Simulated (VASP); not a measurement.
Set up this calculation in VASP 6.6.1, as the native input.

```yaml
Task: single point
Functional: PBE
Potentials_or_basis: VASP PAW PBE potentials, release 64 (B)
Cutoff: 520 eV
k_mesh: 34 × 20 × 14
Occupations: gaussian, width 0.1 eV
Spin: no spin polarisation
Dipole_correction: no
Further_INCAR_settings: ALGO = Normal; EDIFF = 1e-07; NBANDS = 10
```

The structure of B lies in POSCAR:

```
B
1.0
    1.6244429233      0.0000000000      0.0000000000
    0.0000000000      2.8661127158      0.0000000000
    0.0000000000      0.0000000000      3.9178863528
B
2
Direct
    0.0000000000      0.0000000000      0.6092432468
    0.5000000000      0.5000000000      0.3907567532
```

These files were run (other wordings do the same):

INCAR

```
SYSTEM = B
PREC = Accurate
ENCUT = 520
EDIFF = 1E-7
ISMEAR = 0
SIGMA = 0.1
LREAL = .False.
LASPH = .True.
NELM = 80
ALGO = Normal
ISIF = 2
LWAVE = .False.
LCHARG = .False.
GGA = PE
NBANDS = 10
```

KPOINTS

```
regular mesh
0
Gamma
  34 20 14
  0 0 0
```

Potentials or basis: VASP PAW PBE potentials, release 64 (B).

Command:

```sh
$ cat potpaw_PBE.64/B/POTCAR > POTCAR
$ mpirun -np 1 vasp_std > vasp.out
```

Results of the run:

```
Pressure               : 0.0 GPa
Band gap on the k mesh : zero (band 3 reaches 10.98 eV, above the bottom of band 4 at -0.14 eV)
```

Caveat: this functional lacks dispersion, which binds the layers, so the pressure and a relaxed spacing across them are unreliable.

It took 120 s on 1 thread of Intel(R) Xeon(R) Platinum 8488C (Sapphire Rapids) (shared host), peak memory 0.33 GiB.
